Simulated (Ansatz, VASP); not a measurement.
## One calculation of Fe, two programs

```
CELL_PARAMETERS angstrom
2.37008 0.00000 0.00000
0.00000 2.37008 0.00000
0.00000 0.00000 2.37008
ATOMIC_POSITIONS crystal
Fe 0.00000 0.00000 0.00000
```

Alike in both runs: functional PBE; k mesh 18 × 18 × 18; occupations fermi-dirac, width 0.1 eV; collinear spin.

Ansatz relaxed the structure, and its values are those at the end. VASP's run is a single point on that final structure, the one shown.

|  | VASP | Ansatz |
| --- | --- | --- |
| version | VASP 6.6.1 | Ansatz 0.2.0 |
| potentials or method | VASP PAW PBE potentials, release 64 (Fe) | PAW with Ansatz's default frozen-core files, scalar-relativistic |
| plane-wave cutoff (eV) | 520 | 420 |
| valence electrons in the cell | 8 | 16 |

Ansatz gave:

* pressure (GPa): 0.0
* net moment per atom (μB): 2.38
* size of the moment on the site where the two differ most (μB): 2.36

Problem. Estimate VASP's values.

Solution. Pressure (GPa): -0.4; net moment per atom (μB): 2.39; size of the moment on the site where the two differ most (μB): 2.38.

Site moments also hang on the region over which each program counts them. The functional is the same, so the differences come from potentials, cutoffs and numerics. VASP's potentials hold 8 valence electrons a cell and Ansatz's 16, so a difference there can come from the potentials and not from the codes.
